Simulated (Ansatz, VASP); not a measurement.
## One calculation of Ir, two programs

```
Ir
1.0
     2.72083    0.00000    0.00000
    -1.36041    2.35631    0.00000
     0.00000    0.00000    8.87699
Ir
4
Direct
  0.00000 0.00000 0.00000
  0.00000 0.00000 0.50000
  0.33333 0.66667 0.75000
  0.66667 0.33333 0.25000
```

Alike in both runs: functional r2SCAN; k mesh 21 × 21 × 6; occupations gaussian, width 0.1 eV; no spin polarisation.

Ansatz relaxed the structure, and its values are those at the end. VASP's run is a single point on that final structure, the one shown.

|  | VASP | Ansatz |
| --- | --- | --- |
| version | VASP 6.6.1 | Ansatz 0.2.0 |
| potentials or method | VASP PAW PBE potentials, release 64 (Ir_sv_GW), cutoff 550 eV | scalar-relativistic, plane waves, PAW |
| valence electrons in the cell | 68 | 68 |

Ansatz gave:

```
gap on the k mesh at the Fermi level (eV) : none
pressure (GPa)                            : 0.0
```

Q: Estimate VASP's values.

A: gap on the k mesh at the Fermi level (eV): none; pressure (GPa): -2.2.

VASP's potentials were made for PBE, not for r2SCAN. A gap of «none» marks a metal or a gap that the smearing closes. The functional is the same, so the differences come from potentials, cutoffs and numerics.

Spin-orbit coupling is off throughout.
